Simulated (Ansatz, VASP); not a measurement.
**Y in VASP and in Ansatz**

```
Y
1.0
     2.89377   -6.23004    0.00000
     2.89377    6.23004    0.00000
     0.00000    0.00000    3.70493
Y
4
Direct
  0.13774 0.86226 0.99999
  0.63774 0.36226 0.50001
  0.86226 0.13774 0.00001
  0.36226 0.63774 0.49999
```

Alike in both runs: functional PBE; k mesh 10 × 10 × 8; occupations gaussian, width 0.1 eV; no spin polarisation.

Ansatz relaxed the structure, and its values are those at the end. VASP's run is a single point on that final structure, the one shown.

```csv
,VASP,Ansatz
version,VASP 6.6.1,Ansatz 0.2.0
potentials or method,"VASP PAW PBE potentials, release 64 (Y_sv), cutoff 520 eV","scalar-relativistic, plane waves, PAW"
valence electrons in the cell,44,44
```

|  | VASP | Ansatz | Ansatz less VASP |
| --- | --- | --- | --- |
| gap on the k mesh at the Fermi level (eV) | none | none | - |
| pressure (GPa) | -0.1 | 0.0 | +0.09 |

A gap of «none» marks a metal or a gap that the smearing closes.
